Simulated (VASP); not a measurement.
# HC18 in VASP: a series of runs, part 2 of 2

VASP 6.6.1.

### 3 Single point, PBEsol, collinear spin, zero start

File INCAR:

```
SYSTEM = HC18
ALGO = Normal
EDIFF = 1E-7
ENCUT = 520
GGA = PS
ISIF = 2
ISMEAR = 0
ISPIN = 2
LASPH = .TRUE.
LCHARG = .FALSE.
LORBIT = 11
LREAL = Auto
LWAVE = .FALSE.
MAGMOM = 0 0 0 0 0 0 0 0 0 0 0 0 0 0 0 0 0 0 0
NBANDS = 56
NELM = 150
PREC = Accurate
SIGMA = 0.02
```

File KPOINTS:

```
k-points
0
G
  2 2 1
  0 0 0
```

File POSCAR:

```
HC18
1.0
    7.3980000000      0.0000000000      0.0000000000
   -3.6990000000      6.4068560000      0.0000000000
    0.0000000000      0.0000000000     12.0000000000
C H
18 1
Direct
    0.0035260521      0.0067744616      0.0842989167
    0.2234322968      0.1143398572      0.0819439167
    0.0017141129      0.3352752114      0.0799999167
    0.2232698709      0.4466011098      0.0803117500
    0.0047055512      0.6651680637      0.0784864167
    0.2246910405      0.7794161442      0.0797363333
    0.3341899015      0.0020680971      0.0815184167
    0.5565889300      0.1132870787      0.0818945833
    0.3340360955      0.3358332074      0.0808262500
    0.5555291635      0.4464381594      0.0819290833
    0.3345964412      0.6681601709      0.0799923333
    0.5560901711      0.7792330591      0.0821433333
    0.6678957558      0.0019791299      0.0822693333
    0.8906411277      0.1137807686      0.0821552500
    0.6678060711      0.3356824314      0.0815118333
    0.8904595850      0.4451835659      0.0797349167
    0.6630938721      0.6663450841      0.0842810000
    0.8906690377      0.7791885755      0.0963446667
    0.9141314586      0.7556884375      0.1881210833
```

Potentials or basis: VASP PAW PBE potentials, release 64 (C, H).

The run is started by

```console
> cat potpaw_PBE.64/C/POTCAR potpaw_PBE.64/H/POTCAR > POTCAR
> mpirun -np 1 vasp_std > vasp.out
```

Wall time 21 min (1 thread of Intel Xeon Platinum 8488C (Sapphire Rapids), shared host); peak memory 0.84 GiB.

Results (log left out):

```
Free energy                                           : -175.0172 eV
Largest force                                         : 0.643 eV/Å
Net moment                                            : 0.00 μB per cell
Valence electrons inside the program's atomic spheres : C 2.63, 2.66, 2.65, 2.62, 2.64 (each value once); H 0.60
```

Forces on the atoms (eV/Å):
```
C    0.031 -0.013  0.018
C    0.022 -0.005 -0.010
C    0.032 -0.013 -0.036
C    0.026 -0.011 -0.024
C    0.053 -0.026 -0.158
C    0.019 -0.032 -0.068
C    0.016 -0.021 -0.016
C    0.021 -0.017 -0.002
C    0.023 -0.014 -0.022
C    0.024 -0.018 -0.010
C    0.028 -0.018 -0.039
C    0.021 -0.024  0.001
C    0.027 -0.022  0.005
C    0.033 -0.008  0.002
C    0.023  0.001 -0.015
C    0.033  0.002 -0.059
C    0.021 -0.026  0.013
C    0.058 -0.030  0.168
H   -0.512  0.296  0.253
```

Levels at points of the mesh, in eV from the Fermi level:
Spin up:
```csv
k point,band 33,band 34,band 35,band 36,band 37,band 38,band 39,band 40
"(0.00, 0.00, 0.00)",-3.14,-3.13,-1.60,-0.22,-0.15,-0.09,2.17,3.21
"(0.50, 0.00, 0.00)",-2.89,-2.82,-2.74,-2.52,0.25,1.70,2.29,2.40
"(0.00, 0.50, 0.00)",-2.89,-2.82,-2.74,-2.52,0.25,1.70,2.29,2.40
"(0.50, 0.50, 0.00)",-2.88,-2.87,-2.73,-2.51,0.16,1.81,2.33,2.34
```
Spin down:
| k point | band 32 | band 33 | band 34 | band 35 | band 36 | band 37 | band 38 | band 39 | band 40 | band 41 |
| --- | --- | --- | --- | --- | --- | --- | --- | --- | --- | --- |
| (0.00, 0.00, 0.00) | -4.71 | -3.14 | -3.13 | -1.60 | -0.22 | -0.15 | -0.09 | 2.17 | 3.21 | 4.10 |
| (0.50, 0.00, 0.00) | -4.04 | -2.89 | -2.82 | -2.74 | -2.52 | 0.25 | 1.70 | 2.29 | 2.40 | 2.44 |
| (0.00, 0.50, 0.00) | -4.04 | -2.89 | -2.82 | -2.74 | -2.52 | 0.25 | 1.70 | 2.29 | 2.40 | 2.44 |
| (0.50, 0.50, 0.00) | -4.04 | -2.88 | -2.87 | -2.73 | -2.51 | 0.16 | 1.81 | 2.33 | 2.34 | 2.45 |

Caveat: the k points lie up to 0.49 Å⁻¹ apart; the PAW data sets were made with another functional, which shifts forces and pressure a little.

### 4 Single point, PBEsol, collinear spin, zero start

File INCAR:

```
ALGO = Normal ; EDIFF = 1E-6
ENCUT = 520 ; GGA = PS
ISIF = 2 ; ISMEAR = 0
ISPIN = 2 ; LASPH = True
LCHARG = False ; LORBIT = 11
LREAL = Auto ; LWAVE = False
MAGMOM = 0 0 0 0 0 0 0 0 0 0 0 0 0 0 0 0 0 0 0 ; NBANDS = 56
NELM = 150 ; PREC = Accurate
SIGMA = 0.02
```

File KPOINTS:

```
k-points
0
Gamma
  2 2 1
```

File POSCAR:

```
HC18
1.0
    7.3980000000      0.0000000000      0.0000000000
   -3.6990000000      6.4068560000      0.0000000000
    0.0000000000      0.0000000000     12.0000000000
C H
18 1
Direct
    0.0051142267      0.0080140712      0.0792023333
    0.2248787284      0.1140759212      0.0790492500
    0.0024622641      0.3354211488      0.0788732500
    0.2239840291      0.4457704372      0.0790402500
    0.0043171737      0.6656932823      0.0850255833
    0.2240915337      0.7781244030      0.0817915833
    0.3347996087      0.0011542323      0.0811620000
    0.5573145313      0.1123871053      0.0813616667
    0.3351169105      0.3353779139      0.0786806667
    0.5565448344      0.4458377089      0.0816938333
    0.3346739970      0.6672425602      0.0798992500
    0.5561268472      0.7781309585      0.0813577500
    0.6685785403      0.0011532958      0.0810090000
    0.8914284462      0.1141199365      0.0790133333
    0.6686114047      0.3350122119      0.0821013333
    0.8915116484      0.4459184037      0.0820800833
    0.6633476264      0.6655879264      0.0842565000
    0.8912322481      0.7806134553      0.0992487500
    0.9029320433      0.8084269414      0.1926530000
```

The run is started by

```console
> cat potpaw_PBE.64/C/POTCAR potpaw_PBE.64/H/POTCAR > POTCAR
> mpirun -np 1 vasp_std > vasp.out
```

Wall time 19 min (1 thread of Intel Xeon Platinum 8488C (Sapphire Rapids), shared host); peak memory 0.86 GiB.

Results (log left out):

* Free energy: -175.0928 eV
* Largest force: 0.390 eV/Å
* Net moment: 0.00 μB per cell
* Valence electrons inside the program's atomic spheres: C 2.63, 2.66, 2.65, 2.64 (each value once); H 0.61

Forces on the atoms (eV/Å):
```
C   -0.004  0.008 -0.027
C    0.000  0.017 -0.019
C    0.001  0.022 -0.021
C   -0.002  0.029 -0.021
C   -0.001  0.015 -0.019
C    0.000  0.019 -0.008
C   -0.003  0.016 -0.007
C   -0.002  0.017 -0.003
C   -0.008  0.019 -0.014
C   -0.010  0.030 -0.003
C   -0.002  0.024 -0.021
C   -0.014  0.016 -0.007
C    0.005  0.013 -0.006
C    0.004  0.018 -0.018
C   -0.002  0.027  0.001
C   -0.002  0.023 -0.003
C    0.006  0.018 -0.008
C   -0.001  0.029  0.057
H    0.034 -0.359  0.148
```

Levels at points of the mesh, in eV from the Fermi level:
Spin up:
```tsv
k point	band 34	band 35	band 36	band 37	band 38	band 39
(0.00, 0.00, 0.00)	-3.12	-1.72	-0.18	-0.15	-0.08	2.13
(0.50, 0.00, 0.00)	-2.82	-2.73	-2.52	0.12	1.73	2.32
(0.00, 0.50, 0.00)	-2.84	-2.73	-2.51	0.08	1.78	2.34
(0.50, 0.50, 0.00)	-2.82	-2.73	-2.52	0.13	1.72	2.32
```
Spin down:
```tsv
k point	band 33	band 34	band 35	band 36	band 37	band 38	band 39	band 40
(0.00, 0.00, 0.00)	-3.13	-3.12	-1.72	-0.18	-0.15	-0.08	2.13	3.18
(0.50, 0.00, 0.00)	-2.86	-2.82	-2.73	-2.52	0.12	1.73	2.32	2.39
(0.00, 0.50, 0.00)	-2.86	-2.84	-2.73	-2.51	0.08	1.78	2.34	2.36
(0.50, 0.50, 0.00)	-2.86	-2.82	-2.73	-2.52	0.13	1.72	2.32	2.39
```

Caveat: the k points lie up to 0.49 Å⁻¹ apart; the PAW data sets were made with another functional, which shifts forces and pressure a little.

### 5 Single point, PBEsol, collinear spin, zero start

File INCAR:

```
SYSTEM = HC18
PREC     = Accurate       ! precision mode
ENCUT    = 520            ! plane-wave cutoff, eV
EDIFF    = 1E-6           ! SCF threshold, eV
ISMEAR   = 0              ! smearing method
SIGMA    = 0.02           ! smearing width, eV
LREAL    = Auto         
LASPH    = .True.         ! aspherical terms in the spheres
NELM     = 150            ! most SCF steps
ALGO     = Normal         ! electronic algorithm
ISIF     = 2              ! what is computed and relaxed
LWAVE    = .False.        ! write WAVECAR
LCHARG   = .False.        ! write CHGCAR
ISPIN    = 2              ! spin polarisation
MAGMOM   = 0 0 0 0 0 0 0 0 0 0 0 0 0 0 0 0 0 0 0 ! initial moments
LORBIT   = 11             ! projections on sites
GGA      = PS             ! functional
NBANDS   = 56             ! bands
```

File KPOINTS:

```
Automatic mesh
0
Gamma
  2 2 1
  0 0 0
```

File POSCAR:

```
HC18
1.0
    7.3980000000      0.0000000000      0.0000000000
   -3.6990000000      6.4068560000      0.0000000000
    0.0000000000      0.0000000000     12.0000000000
C H
18 1
Direct
    0.0032802158      0.0071100396      0.0817748333
    0.2248670591      0.1136605848      0.0815435833
    0.0002567376      0.3345272627      0.0812523333
    0.2219959518      0.4446085568      0.0815863333
    0.0016879174      0.6652690493      0.0843492500
    0.2222393195      0.7774399799      0.0824246667
    0.3334475554      0.0004409339      0.0819493333
    0.5554557490      0.1115289621      0.0818900833
    0.3336582479      0.3345370959      0.0812726667
    0.5553188502      0.4448593819      0.0822460000
    0.3329409507      0.6664836856      0.0817996667
    0.5546253105      0.7774622998      0.0824534167
    0.6663769830      0.0004346906      0.0819718333
    0.8881778923      0.1136485665      0.0815615833
    0.6666699410      0.3339630234      0.0820747500
    0.8888991081      0.4448376864      0.0822170833
    0.6629878888      0.6652815359      0.0843745000
    0.8883124124      0.7771206345      0.0913631667
    0.9358687159      0.8724670884      0.1793944167
```

The run is started by

```console
> cat potpaw_PBE.64/C/POTCAR potpaw_PBE.64/H/POTCAR > POTCAR
> mpirun -np 1 vasp_std > vasp.out
```

It took 20 min on 1 thread of Intel Xeon Platinum 8488C (Sapphire Rapids), shared host; peak memory 0.85 GiB.

It converged, with:

| Item | Value |
| --- | --- |
| Free energy | -174.7594 eV |
| Largest force | 0.612 eV/Å |
| Net moment | 0.00 μB per cell |
| Valence electrons inside the program's atomic spheres | C 2.62, 2.66, 2.65, 2.64 (each value once); H 0.56 |

Forces in eV/Å, atoms in the order of the input:
```
C   -0.009  0.077 -0.184
C   -0.018  0.031 -0.047
C    0.005  0.039 -0.023
C    0.001  0.044 -0.023
C    0.027  0.025  0.044
C    0.011  0.023  0.002
C   -0.005  0.017 -0.003
C    0.000  0.012  0.011
C   -0.009  0.039 -0.026
C    0.001  0.038  0.019
C    0.002  0.024 -0.016
C   -0.009  0.020  0.001
C    0.003  0.020 -0.002
C    0.025  0.027 -0.052
C   -0.003  0.042  0.013
C    0.007  0.041  0.021
C   -0.011  0.028  0.044
C   -0.020  0.066  0.197
H    0.002 -0.612  0.025
```

Levels at points of the mesh, in eV from the Fermi level:
Spin up:
```csv
k point,band 33,band 34,band 35,band 36,band 37,band 38,band 39,band 40
"(0.00, 0.00, 0.00)",-3.17,-3.17,-1.13,-0.36,-0.12,-0.10,2.38,3.40
"(0.50, 0.00, 0.00)",-2.98,-2.79,-2.76,-2.49,0.83,1.56,2.13,2.44
"(0.00, 0.50, 0.00)",-3.01,-2.87,-2.71,-2.50,0.48,1.89,2.21,2.34
"(0.50, 0.50, 0.00)",-2.98,-2.79,-2.76,-2.49,0.83,1.55,2.13,2.44
```
Spin down:
| k point | band 34 | band 35 | band 36 | band 37 | band 38 | band 39 |
| --- | --- | --- | --- | --- | --- | --- |
| (0.00, 0.00, 0.00) | -3.17 | -1.13 | -0.36 | -0.12 | -0.10 | 2.38 |
| (0.50, 0.00, 0.00) | -2.79 | -2.76 | -2.49 | 0.83 | 1.56 | 2.13 |
| (0.00, 0.50, 0.00) | -2.87 | -2.71 | -2.50 | 0.48 | 1.89 | 2.21 |
| (0.50, 0.50, 0.00) | -2.79 | -2.76 | -2.49 | 0.83 | 1.55 | 2.13 |

Caveat: the k points lie up to 0.49 Å⁻¹ apart; the PAW data sets were made with another functional, which shifts forces and pressure a little.

### 6 Summary

| cell | gap on the mesh (eV) | moment (μB) | largest force (eV/Å) |
| --- | --- | --- | --- |
| as given, atomic positions A | none | 0.00 | 0.72 |
| as given, atomic positions B | none | 0.00 | 0.64 |
| as given, atomic positions C | none | 0.00 | 0.39 |
| as given, atomic positions D | none | 0.00 | 0.61 |

Alike in all rows: task single point; level PBEsol; potentials or basis VASP PAW PBE potentials, release 64 (C, H); spin collinear, zero start; k mesh 2 × 2 × 1; cutoff (eV) 520; smearing gaussian 0.02 eV.

Caveats: all runs use coarse meshes; the PAW data sets were made with another functional, which shifts forces and pressure a little.

Total energies depend on the potentials used, so only differences within one code and one set of settings carry meaning.
